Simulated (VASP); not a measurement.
Wanted: the native input for a VASP 6.6.1 run.

```yaml
Task: single point
Functional: r2SCAN
Potentials_or_basis: VASP PAW PBE potentials, release 64 (K_sv, F)
Cutoff: 520 eV
k_mesh: 8 × 8 × 8
Occupations: gaussian, width 0.01 eV
Spin: no spin polarisation
Dipole_correction: no
Further_INCAR_settings: ALGO = Normal; EDIFF = 1e-07; NBANDS = 15
```

KF:

```xyz
2
Lattice="0.0000 2.6590 2.6457 2.6590 0.0000 2.6457 2.6590 2.6590 0.0000" Properties=species:S:1:pos:R:3 pbc="T T T"
K     0.0000    0.0000    0.0000
F     2.6590    2.6590    2.6457
```

This cell differs from its parent crystal: uniaxial z strain -0.5%.

The input as run:

POSCAR

```
KF
1.0
    0.0000000000      2.6589605711      2.6456657682
    2.6589605711      0.0000000000      2.6456657682
    2.6589605711      2.6589605711      0.0000000000
K F
1 1
Direct
    0.0000000000      0.0000000000      0.0000000000
    0.5000000000      0.5000000000      0.5000000000
```

INCAR.step1

```
SYSTEM = KF
PREC = Accurate
ENCUT = 520
ISMEAR = 0
SIGMA = 0.01
LREAL = .False.
LASPH = .True.
NELM = 80
NBANDS = 15
GGA = PE
ALGO = Normal
EDIFF = 1E-4
LWAVE = .True.
LCHARG = .False.
```

INCAR.step2

```
SYSTEM = KF
PREC = Accurate
ENCUT = 520
EDIFF = 1E-7
ISMEAR = 0
SIGMA = 0.01
LREAL = .False.
LASPH = .True.
NELM = 80
ALGO = Normal
ISIF = 2
LWAVE = .False.
LCHARG = .False.
METAGGA = R2SCAN
LMIXTAU = .True.
NBANDS = 15
ISTART = 1
```

KPOINTS

```
Automatic mesh
0
Gamma
  8 8 8
  0 0 0
```

Potentials or basis: VASP PAW PBE potentials, release 64 (K_sv, F).

Launch:

```console
$ cat potpaw_PBE.64/K_sv/POTCAR potpaw_PBE.64/F/POTCAR > POTCAR
$ cp INCAR.step1 INCAR
$ mpirun -np 1 vasp_std > vasp.out
$ cp INCAR.step2 INCAR
$ mpirun -np 1 vasp_std > vasp.out
```

It gave:

```json
{
  "Pressure": "0.2 GPa",
  "Band gap on the k mesh": "6.93 eV, direct"
}
```

Caveat: the cell differs from its parent crystal (uniaxial z strain -0.5%); the PAW data sets were made with another functional, which shifts forces and pressure a little.

Wall time 100 s on 1 thread of Intel Xeon 6975P-C, with other jobs on the host, peak memory 0.18 GiB.
